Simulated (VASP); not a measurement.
# LiCl (Fm-3m) in VASP: settings compared, part 2 of 2

VASP 6.6.1.

## (3) Single point, PBEsol (volume scaled by 1.04)

Input file INCAR:

```
  ALGO = Normal
  EDIFF = 1E-6
  ENCUT = 520
  GGA = PS
  ISIF = 2
  ISMEAR = -1
  LASPH = T
  LCHARG = F
  LREAL = F
  LWAVE = F
  NBANDS = 12
  NELM = 80
  PREC = Accurate
  SIGMA = 0.05
```

Input file KPOINTS:

```
k-points
0
Gamma
  9 9 9
```

Input file POSCAR:

```
LiCl
1.0
    0.0000000000      2.5985208441      2.5985208441
    2.5985208441      0.0000000000      2.5985208441
    2.5985208441      2.5985208441      0.0000000000
Cl Li
1 1
Direct
    0.5000000000      0.5000000000      0.5000000000
    0.0000000000      0.0000000000      0.0000000000
```

Potentials or basis: VASP PAW PBE potentials, release 64 (Cl, Li_sv).

The run is started by

```
cat potpaw_PBE.64/Cl/POTCAR potpaw_PBE.64/Li_sv/POTCAR > POTCAR
mpirun -np 1 vasp_std > vasp.out
```

Wall time 14 s (1 thread of Intel Xeon 6975P-C, shared host); peak memory 0.15 GiB.

It converged, with:

* Free energy: -7.6196 eV
* Band gap on the k mesh: 5.92 eV, direct

Levels at points of the mesh, in eV from the valence-band top:
```tsv
k point	band 2	band 3	band 4	band 5	band 6	band 7	band 8	band 9
(0.00, 0.00, 0.00)	-13.26	0.00	0.00	0.00	5.92	11.78	11.78	11.78
```

Caveat: the cell differs from its parent crystal (volume scaled by 1.04); the cutoff is under 1.25 times the usual one of these potentials, so pressure, stress and relaxed cells hold a basis-set (Pulay) error; the PAW data sets were made with another functional, which shifts forces and pressure a little. A k mesh can miss the band edges.

## (4) Single point, PBEsol (volume scaled by 1.06)

Input file INCAR:

```
SYSTEM = LiCl
PREC     = Accurate       ! precision mode
ENCUT    = 520            ! plane-wave cutoff, eV
EDIFF    = 1E-7           ! SCF threshold, eV
ISMEAR   = -1             ! smearing method
SIGMA    = 0.05           ! smearing width, eV
LREAL    = .FALSE.        ! projectors in reciprocal space
LASPH    = .TRUE.         ! aspherical terms in the spheres
NELM     = 60             ! most SCF steps
ALGO     = Normal         ! electronic algorithm
ISIF     = 2              ! what is computed and relaxed
LWAVE    = .FALSE.        ! write WAVECAR
LCHARG   = .FALSE.        ! write CHGCAR
GGA      = PS             ! functional
NBANDS   = 12             ! bands
```

Input file KPOINTS:

```
Automatic mesh
0
G
  9 9 9
  0 0 0
```

Input file POSCAR:

```
LiCl
1.0
    0.0000000000      2.6150723786      2.6150723786
    2.6150723786      0.0000000000      2.6150723786
    2.6150723786      2.6150723786      0.0000000000
Cl Li
1 1
Direct
    0.5000000000      0.5000000000      0.5000000000
    0.0000000000      0.0000000000      0.0000000000
```

Potentials or basis: VASP PAW PBE potentials, release 64 (Cl, Li_sv).

The run is started by

```
cat potpaw_PBE.64/Cl/POTCAR potpaw_PBE.64/Li_sv/POTCAR > POTCAR
mpirun -np 1 vasp_std > vasp.out
```

OUTCAR:

```text
SYSTEM = LiCl
   PREC = Accurate
   ENCUT = 520
   EDIFF = 1E-7
   ISMEAR = -1
   LREAL = .FALSE.
   LASPH = .TRUE.
   NELM = 60
   ISIF = 2
   GGA = PS

 ion  position               nearest neighbor table
   1  0.500  0.500  0.500-   2 2.62   2 2.62   2 2.62   2 2.62   2 2.62   2 2.62
   2  0.000  0.000  0.000-   1 2.62   1 2.62   1 2.62   1 2.62   1 2.62   1 2.62

  LATTYP: Found a face centered cubic cell.
 ALAT       =     5.2301447572

  Lattice vectors:

[... 544 lines left out ...]
 [... further k-points ...]

------------------------ aborting loop because EDIFF is reached ----------------------------------------

  FORCE on cell =-STRESS in cart. coord.  units (eV):
  Direction    XX          YY          ZZ          XY          YZ          ZX
  --------------------------------------------------------------------------------------
  -------------------------------------------------------------------------------------
  Total       -0.6311798     -0.6311798     -0.6311798      0.0000000     -0.0000000     -0.0000000
  in kB      -28.2736940    -28.2736940    -28.2736940      0.0000000     -0.0000000     -0.0000000
  external PRESSURE =     -28.2736940 kB  Pullay stress =       0.0000000 kB

 VOLUME and BASIS-vectors are now :
 -----------------------------------------------------------------------------
  energy-cutoff  :      520.00
  volume of cell :       35.77
      direct lattice vectors                 reciprocal lattice vectors
     0.000000000  2.615072379  2.615072379    -0.191199297  0.191199297  0.191199297
     2.615072379  0.000000000  2.615072379     0.191199297 -0.191199297  0.191199297
     2.615072379  2.615072379  0.000000000     0.191199297  0.191199297 -0.191199297

 POSITION                                       TOTAL-FORCE (eV/Angst)
 -----------------------------------------------------------------------------------
      2.61507      2.61507      2.61507         0.000000      0.000000      0.000000
      0.00000      0.00000      0.00000        -0.000000     -0.000000     -0.000000
 -----------------------------------------------------------------------------------
    total drift:                                0.000000      0.000000      0.000000

  FREE ENERGIE OF THE ION-ELECTRON SYSTEM (eV)
  ---------------------------------------------------
  free  energy   TOTEN  =        -7.6090474782 eV

  energy  without entropy=       -7.6090474782  energy(sigma->0) =       -7.60904748
```

OSZICAR:

```text
N       E                     dE             d eps       ncg     rms          rms(c)
DAV:   1     0.409620823971E+02    0.40962E+02   -0.39745E+03   840   0.767E+02
DAV:   2    -0.510306476889E+01   -0.46065E+02   -0.43975E+02  1084   0.141E+02
DAV:   3    -0.760043099818E+01   -0.24974E+01   -0.24894E+01  1116   0.344E+01
DAV:   4    -0.766815845444E+01   -0.67727E-01   -0.67704E-01  1168   0.556E+00
DAV:   5    -0.766884052784E+01   -0.68207E-03   -0.68207E-03  1140   0.539E-01    0.222E+00
DAV:   6    -0.760694173240E+01    0.61899E-01   -0.12804E-01  1076   0.161E+00    0.149E+00
DAV:   7    -0.760663933534E+01    0.30240E-03   -0.36925E-02  1312   0.996E-01    0.753E-01
DAV:   8    -0.760902423605E+01   -0.23849E-02   -0.40970E-03  1028   0.453E-01    0.120E-01
DAV:   9    -0.760901263885E+01    0.11597E-04   -0.20158E-04  1064   0.984E-02    0.466E-02
DAV:  10    -0.760904585299E+01   -0.33214E-04   -0.72402E-05   988   0.573E-02    0.379E-02
DAV:  11    -0.760904741531E+01   -0.15623E-05   -0.10543E-05  1116   0.200E-02    0.297E-03
DAV:  12    -0.760904747819E+01   -0.62876E-07   -0.22114E-07  1024   0.388E-03
   1 F= -.76090475E+01 E0= -.76090475E+01  d E =-.387005E-10
```

Run time: 14 s. Hardware: 1 thread of Intel Xeon 6975P-C, shared host; peak memory 0.15 GiB.

Results:

```yaml
Free_energy: -7.6090 eV
Band_gap_on_the_k_mesh: 5.82 eV, direct
```

Caveat: the cell differs from its parent crystal (volume scaled by 1.06); the cutoff is under 1.25 times the usual one of these potentials, so pressure, stress and relaxed cells hold a basis-set (Pulay) error; the PAW data sets were made with another functional, which shifts forces and pressure a little. A k mesh can miss the band edges.

## (5) Single point, PBEsol

This run uses another cell than the first one, of 16.87 Å³/atom, 0.980 times its volume.

Input file INCAR:

```
SYSTEM = LiCl
ALGO = Normal ; EDIFF = 1E-6
ENCUT = 520 ; GGA = PS
ISIF = 2 ; ISMEAR = -1
LASPH = .TRUE. ; LCHARG = .FALSE.
LREAL = .FALSE. ; LWAVE = .FALSE.
NBANDS = 12 ; NELM = 100
PREC = Accurate ; SIGMA = 0.05
```

Input file KPOINTS:

```
k-points
0
G
  9 9 9
  0 0 0
```

Input file POSCAR:

```
LiCl
1.0
    0.0000000000      2.5647700000      2.5647700000
    2.5647700000      0.0000000000      2.5647700000
    2.5647700000      2.5647700000      0.0000000000
Cl Li
1 1
Direct
    0.5000000000      0.5000000000      0.5000000000
    0.0000000000      0.0000000000      0.0000000000
```

The run is started by

```
cat potpaw_PBE.64/Cl/POTCAR potpaw_PBE.64/Li_sv/POTCAR > POTCAR
mpirun -np 1 vasp_std > vasp.out
```

Wall time 7.1 s (1 thread of Intel Xeon Platinum 8488C (Sapphire Rapids), shared host); peak memory 0.15 GiB.

Results (log left out):

* Free energy: -7.6344 eV
* Band gap on the k mesh: 6.14 eV, direct

Levels at points of the mesh, in eV from the valence-band top:
| k point | band 3 | band 4 | band 5 | band 6 | band 7 | band 8 |
| --- | --- | --- | --- | --- | --- | --- |
| (0.00, 0.00, 0.00) | 0.00 | 0.00 | 0.00 | 6.14 | 11.81 | 11.81 |

Caveat: the cutoff is under 1.25 times the usual one of these potentials, so pressure, stress and relaxed cells hold a basis-set (Pulay) error; the PAW data sets were made with another functional, which shifts forces and pressure a little. As with any semilocal functional, this PBEsol gap is likely too small.

## (6) Single point, PBE

This run uses another cell than the first one, of 16.87 Å³/atom, 0.980 times its volume.

Input file INCAR:

```
SYSTEM = LiCl
PREC = Accurate ; ENCUT = 520
EDIFF = 1E-6 ; ISMEAR = -1
SIGMA = 0.06 ; LREAL = .FALSE.
LASPH = .TRUE. ; NELM = 100
ALGO = Normal ; ISIF = 2
LWAVE = .FALSE. ; LCHARG = .TRUE.
GGA = PE ; LELF = .TRUE.
LVHAR = .TRUE. ; NBANDS = 12
```

Input file KPOINTS:

```
Automatic mesh
0
G
  4 4 4
  0 0 0
```

POSCAR is that of step 5.

Potentials or basis: VASP PAW PBE potentials, release 64 (Cl, Li_sv).

The run is started by

```
cat potpaw_PBE.64/Cl/POTCAR potpaw_PBE.64/Li_sv/POTCAR > POTCAR
mpirun -np 1 vasp_std > vasp.out
```

Run time: 4 s. Hardware: 1 thread of AMD EPYC 9R45 (Zen 5), shared host; peak memory 0.11 GiB.

It converged, with:

```
Free energy            : -7.3792 eV
Band gap on the k mesh : 6.34 eV, direct
```

Levels at points of the mesh, in eV from the valence-band top:
| k point | band 1 | band 2 | band 3 | band 4 | band 5 | band 6 | band 7 | band 8 | band 9 | band 10 |
| --- | --- | --- | --- | --- | --- | --- | --- | --- | --- | --- |
| (0.00, 0.00, 0.00) | -43.53 | -13.40 | 0.00 | 0.00 | 0.00 | 6.34 | 11.93 | 11.93 | 11.93 | 14.52 |
| (0.50, 0.00, 0.00) | -43.53 | -12.83 | -2.81 | -0.26 | -0.26 | 6.76 | 9.50 | 9.50 | 12.98 | 16.90 |
| (0.50, 0.50, 0.00) | -43.53 | -12.58 | -2.89 | -1.10 | -1.10 | 7.88 | 8.29 | 12.44 | 14.11 | 14.11 |

Caveat: the k points lie up to 0.53 Å⁻¹ apart; the cutoff is under 1.25 times the usual one of these potentials, so pressure, stress and relaxed cells hold a basis-set (Pulay) error. A k mesh can miss the band edges.

## (7) The runs side by side

| level | cell | k mesh | smearing | gap on the mesh (eV) |
| --- | --- | --- | --- | --- |
| PBEsol | a = 3.651 Å, angles 60.0°, 2 atoms | 9 × 9 × 9 | fermi-dirac 0.05 eV | 6.03 |
| PBEsol | a = 3.675 Å, angles 60.0°, 2 atoms | 9 × 9 × 9 | fermi-dirac 0.05 eV | 5.92 |
| PBEsol | a = 3.698 Å, angles 60.0°, 2 atoms | 9 × 9 × 9 | fermi-dirac 0.05 eV | 5.82 |
| PBEsol | a = 3.627 Å, angles 60.0°, 2 atoms | 9 × 9 × 9 | fermi-dirac 0.05 eV | 6.14 |
| PBE | a = 3.627 Å, angles 60.0°, 2 atoms | 4 × 4 × 4 | fermi-dirac 0.06 eV | 6.34 |

Alike in all rows: task single point; potentials or basis VASP PAW PBE potentials, release 64 (Cl, Li_sv); no spin polarisation; cutoff (eV) 520.

Caveats: some runs use coarse meshes; the cutoff is under 1.25 times the usual one of these potentials, so pressure, stress and relaxed cells hold a basis-set (Pulay) error; the PAW data sets were made with another functional, which shifts forces and pressure a little (some runs).

Total energies depend on the potentials used, so only differences within one code and one set of settings carry meaning.
